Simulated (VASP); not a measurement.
# H (P4/mmm) in VASP: single point with LDA

Aim: the single point of H with LDA.

All numbers are computed with VASP 6.6.1; they aren't measurements. Logs are shortened: lines on timing, memory, paths and dates and some standing lists are left out, and cuts for length are marked.

### Step 1. The cell of the first run

It takes space group P4/mmm (No. 123, tetragonal). Conventional cell: a = 2.650 Å, b = 2.650 Å, c = 0.980 Å, α = 90.00°, β = 90.00°, γ = 90.00°. H (site symmetry 4/mmm) has 2 H at 0.98 Å within 1.3 Å.

### Step 2. Single point, LDA

INCAR

```
SYSTEM = H
PREC = Accurate
ENCUT = 500
EDIFF = 1E-6
ISMEAR = 0
SIGMA = 0.1
LREAL = .False.
LASPH = .True.
NELM = 120
ALGO = Normal
ISIF = 2
LWAVE = .False.
LCHARG = .False.
NBANDS = 6
GGA_COMPAT = .False.
```

KPOINTS

```
regular mesh
0
Gamma
  6 6 18
  0 0 0
```

POSCAR

```
H
1.0
    2.6496387389      0.0000000000      0.0000000000
    0.0000000000      2.6496387389      0.0000000000
    0.0000000000      0.0000000000      0.9804929200
H
1
Direct
    0.0000000000      0.0000000000      0.5000000000
```

Potentials or basis: VASP PAW LDA potentials, release 64 (H).

Command:

```
$ cat potpaw_LDA.64/H/POTCAR > POTCAR
$ mpirun -np 1 vasp_std > vasp.out
```

OUTCAR:

```text
SYSTEM = H
   PREC = Accurate
   ENCUT = 500
   EDIFF = 1E-6
   ISMEAR = 0
   LREAL = .False.
   LASPH = .True.
   NELM = 120
   ISIF = 2

 ion  position               nearest neighbor table
   1  0.000  0.000  0.500-

  LATTYP: Found a simple tetragonal cell.
 ALAT       =     2.6496387389
 C/A-ratio  =     0.3700477750

  Lattice vectors:

 A1 = (   2.6496387389,   0.0000000000,   0.0000000000)
 A2 = (   0.0000000000,   2.6496387389,   0.0000000000)
 A3 = (   0.0000000000,   0.0000000000,   0.9804929200)

Analysis of symmetry for initial positions (statically):
=====================================================================
 Subroutine PRICEL returns:
 Original cell was already a primitive cell.

 Routine SETGRP: Setting up the symmetry group for a
 simple tetragonal supercell.

 Subroutine GETGRP returns: Found 16 space group operations
 (whereof 16 operations were pure point group operations)
 out of a pool of 16 trial point group operations.

The static configuration has the point symmetry D_4h.

Analysis of symmetry for dynamics (positions and initial velocities):
=====================================================================
 Subroutine PRICEL returns:
 Original cell was already a primitive cell.

 Routine SETGRP: Setting up the symmetry group for a
 simple tetragonal supercell.

 Subroutine GETGRP returns: Found 16 space group operations
 (whereof 16 operations were pure point group operations)
 out of a pool of 16 trial point group operations.

The dynamic configuration has the point symmetry D_4h.

 Subroutine INISYM returns: Found 16 space group operations
 (whereof 16 operations are pure point group operations),
 and found     1 'primitive' translations

----------------------------------------------------------------------------------------

                                     Primitive cell

  volume of cell :       6.8836

  direct lattice vectors                    reciprocal lattice vectors
     2.649638739  0.000000000  0.000000000     0.377409941  0.000000000  0.000000000
     0.000000000  2.649638739  0.000000000     0.000000000  0.377409941  0.000000000
     0.000000000  0.000000000  0.980492920     0.000000000  0.000000000  1.019895177

  length of vectors
     2.649638739  2.649638739  0.980492920     0.377409941  0.377409941  1.019895177

  position of ions in fractional coordinates (direct lattice)
     0.000000000  0.000000000  0.500000000

  ion indices of the primitive-cell ions
   primitive index   ion index
                 1           1

----------------------------------------------------------------------------------------

 KPOINTS: regular mesh

Automatic generation of k-mesh.
 Grid dimensions read from file:
 generate k-points for:    6    6   18

 Generating k-lattice:

  Cartesian coordinates                     Fractional coordinates (reciprocal lattice)
     0.062901657  0.000000000  0.000000000     0.166666667  0.000000000  0.000000000
     0.000000000  0.062901657  0.000000000     0.000000000  0.166666667  0.000000000
     0.000000000  0.000000000  0.056660843     0.000000000  0.000000000  0.055555556

  Length of vectors
     0.062901657  0.062901657  0.056660843

  Shift w.r.t. Gamma in fractional coordinates (k-lattice)
     0.000000000  0.000000000  0.000000000

 Subroutine IBZKPT returns following result:
 ===========================================

 Found    100 irreducible k-points:

 Following reciprocal coordinates:
            Coordinates               Weight
  0.000000  0.000000  0.000000      1.000000
  0.166667  0.000000  0.000000      4.000000
  0.333333  0.000000  0.000000      4.000000
  0.500000  0.000000  0.000000      2.000000
  0.166667  0.166667  0.000000      4.000000
  0.333333  0.166667  0.000000      8.000000
[... 16 lines left out ...]
  0.333333  0.000000  0.111111      8.000000
  0.500000  0.000000  0.111111      4.000000
 [... further k-points ...]
   k-points           NKPTS =    100   k-points in BZ     NKDIM =    100   number of bands    NBANDS=      6
   number of dos      NEDOS =    301   number of ions     NIONS =      1
   total plane-waves  NPLWV =   3200
   dimension x,y,z NGX =    20 NGY =   20 NGZ =    8
   dimension x,y,z NGXF=    40 NGYF=   40 NGZF=   16
   ions per type =               1
   NGX,Y,Z   is equivalent  to a cutoff of  12.55, 12.55, 13.56 a.u.
   NGXF,Y,Z  is equivalent  to a cutoff of  25.10, 25.10, 27.13 a.u.
 SYSTEM =  H
   PREC   = accura    normal or accurate (medium, high low for compatibility)
   ISTART =      0    job   : 0-new  1-cont  2-samecut
   ICHARG =      2    charge: 1-file 2-atom 10-const
   ISPIN  =      1    spin polarized calculation?
   LNONCOLLINEAR =      F non collinear calculations
   LSORBIT =      F    spin-orbit coupling
   LASPH  =      T    aspherical Exc in radial PAW
   ENCUT  =  500.0 eV  36.75 Ry    6.06 a.u.   4.83  4.83  1.79*2*pi/ulx,y,z
   NELM   =    120;   NELMIN=  2; NELMDL= -5     # of ELM steps
   EDIFF  = 0.1E-05   stopping-criterion for ELM
   LREAL  =      F    real-space projection
   EDIFFG = 0.1E-04   stopping-criterion for IOM
   NSW    =      0    number of steps for IOM
   IBRION =     -1    ionic relax: 0-MD 1-quasi-New 2-CG
   NFREE  =      0    steps in history (QN), initial steepest desc. (CG)
   ISIF   =      2    stress and relaxation
   ISYM   =      2    0-nonsym 1-usesym 2-fastsym
   POTIM  = 0.5000    time-step for ionic-motion
   TEBEG  =    0.0;   TEEND  =   0.0 temperature during run
   PSTRESS=    0.0 pullay stress
   NELECT =       1.0000    total number of electrons
   NUPDOWN=      -1.0000    fix difference up-down
   EMIN   =  10.00;   EMAX   =-10.00  energy-range for DOS
   EFERMI =   0.00;   METHOD = LEGACY
   ISMEAR =     0;   SIGMA  =   0.10  broadening in eV -4-tet -1-fermi 0-gaus
   EFERMI_NEDOS =   21; number of points for ismear=-14 and -15
   IALGO  =     38    algorithm
   IMIX   =      4    mixing-type and parameters
     AMIX     =   0.40;   BMIX     =  1.00
     AMIX_MAG =   1.60;   BMIX_MAG =  1.00
  volume/ion in A,a.u.               =       6.88        46.45
  Fermi-wavevector in a.u.,A,eV,Ry     =   0.860602  1.626302 10.076956  0.740635
  Thomas-Fermi vector in A             =   1.978131
   LORBIT       =      0    0 simple, 1 ext, 2 COOP (PROOUT), +10 PAW based schemes
   GGA     = CA    functional components
   LHFCALC =     F    Hartree Fock is set to
   AEXX    =    0.0000 exact exchange contribution
   IVDW    =     0    specifies the selected vdW correction
   LEPSILON=     F    determine dielectric tensor
   LRPA    =     F    only Hartree local field effects (RPA)
 non-spin polarized calculation
 Gauss-broadening in eV      SIGMA  =   0.10
  energy-cutoff  :      500.00
  volume of cell :        6.88
 maximum number of plane-waves:       184
 NGX is ok and might be reduce to    20
   NGX =  9   NGY =  9   NGZ =  3

 number of electron       0.9999999 magnetization

 Free energy of the ion-electron system (eV)
  ---------------------------------------------------
  ext. energy  EPLUGINS =         0.00000000
  ---------------------------------------------------
  free energy    TOTEN  =        -3.15423369 eV

  energy without entropy =       -3.15423369  energy(sigma->0) =       -3.15423369

 E-fermi :  -1.5878     XC(G=0):  -7.4156

 val. band max:       -2.1753089766   @ k =   0.5000   0.5000   0.2222
 cond. band min:      -0.6424215115   @ k =   0.0000   0.0000   0.2778
 fundamental gap:      1.5328874651
 Fermi energy:        -1.5878236204

 k-point     1 :       0.0000    0.0000    0.0000
  band No.  band energies     occupation
      1     -12.5861      2.00000
      2       7.7626      0.00000
      3      13.8001      0.00000
      4      13.8001      0.00000
      5      16.4746      0.00000
      6      34.1273      0.00000

 k-point     2 :       0.1667    0.0000    0.0000
  band No.  band energies     occupation
      1     -12.2599      2.00000
      2       5.4421      0.00000
      3      12.8815      0.00000
      4      14.3173      0.00000
      5      21.5861      0.00000
      6      28.7108      0.00000

 k-point     3 :       0.3333    0.0000    0.0000
  band No.  band energies     occupation
      1     -11.4953      2.00000
      2       2.0046      0.00000
      3      13.6734      0.00000
      4      15.7333      0.00000
      5      24.0514      0.00000
      6      24.7698      0.00000

 k-point     4 :       0.5000    0.0000    0.0000
  band No.  band energies     occupation
      1     -11.0303      2.00000
      2       0.5409      0.00000
      3      14.4511      0.00000
      4      16.9281      0.00000
      5      22.0595      0.00000
      6      22.3957      0.00000

 k-point     5 :       0.1667    0.1667    0.0000
  band No.  band energies     occupation
      1     -11.9428      2.00000
      2       4.9421      0.00000
      3       9.1289      0.00000
      4      19.0869      0.00000
      5      22.9283      0.00000
      6      23.4313      0.00000
[... 136 lines left out ...]
 k-point    21 :       0.0000    0.0000    0.1111
  band No.  band energies     occupation
      1     -10.6708      2.00000
      2       9.6773      0.00000
      3      15.7320      0.00000
      4      15.7320      0.00000
      5      18.4062      0.00000
      6      36.0449      0.00000

 k-point    22 :       0.1667    0.0000    0.1111
  band No.  band energies     occupation
      1     -10.3451      2.00000
      2       7.3650      0.00000
      3      14.8066      0.00000
      4      16.2492      0.00000
      5      23.5161      0.00000
      6      30.6376      0.00000

 k-point    23 :       0.3333    0.0000    0.1111
  band No.  band energies     occupation
      1      -9.5823      2.00000
      2       3.9337      0.00000
      3      15.5936      0.00000
      4      17.6652      0.00000
      5      25.9804      0.00000
      6      26.7015      0.00000

 k-point    24 :       0.5000    0.0000    0.1111
  band No.  band energies     occupation
      1      -9.1192      2.00000
      2       2.4725      0.00000
      3      16.3682      0.00000
      4      18.8602      0.00000
      5      23.9913      0.00000
      6      24.3273      0.00000

 [... further k-points ...]
[... 5 lines left out ...]
  --------------------------------------------------------------------------------------
  -------------------------------------------------------------------------------------
  Total       -0.0040934     -0.0040934      0.1283556      0.0000000      0.0000000      0.0000000
  in kB       -0.9527433     -0.9527433     29.8749758      0.0000000      0.0000000      0.0000000
  external PRESSURE =       9.3231631 kB  Pullay stress =       0.0000000 kB

 VOLUME and BASIS-vectors are now :
 -----------------------------------------------------------------------------
  energy-cutoff  :      500.00
  volume of cell :        6.88
      direct lattice vectors                 reciprocal lattice vectors
     2.649638739  0.000000000  0.000000000     0.377409941  0.000000000  0.000000000
     0.000000000  2.649638739  0.000000000     0.000000000  0.377409941  0.000000000
     0.000000000  0.000000000  0.980492920     0.000000000  0.000000000  1.019895177

 POSITION                                       TOTAL-FORCE (eV/Angst)
 -----------------------------------------------------------------------------------
      0.00000      0.00000      0.49025         0.000000      0.000000      0.000000
 -----------------------------------------------------------------------------------
    total drift:                               -0.000000     -0.000000      0.000000

  FREE ENERGIE OF THE ION-ELECTRON SYSTEM (eV)
  ---------------------------------------------------
  free  energy   TOTEN  =        -3.1542336916 eV

  energy  without entropy=       -3.1542336916  energy(sigma->0) =       -3.15423369
```

Wall time 2.1 s (1 thread of AMD EPYC 7R13 (Zen 3), shared host); peak memory 0.07 GiB.

Results:

```yaml
Free_energy: -3.1542 eV
Pressure: 0.9 GPa
Band_gap_on_the_k_mesh: zero (an odd number of electrons rules out a gap without spin polarisation)
```

Caveat: the k points lie up to 0.40 Å⁻¹ apart, too coarse for converged energies and pressures of a metal.
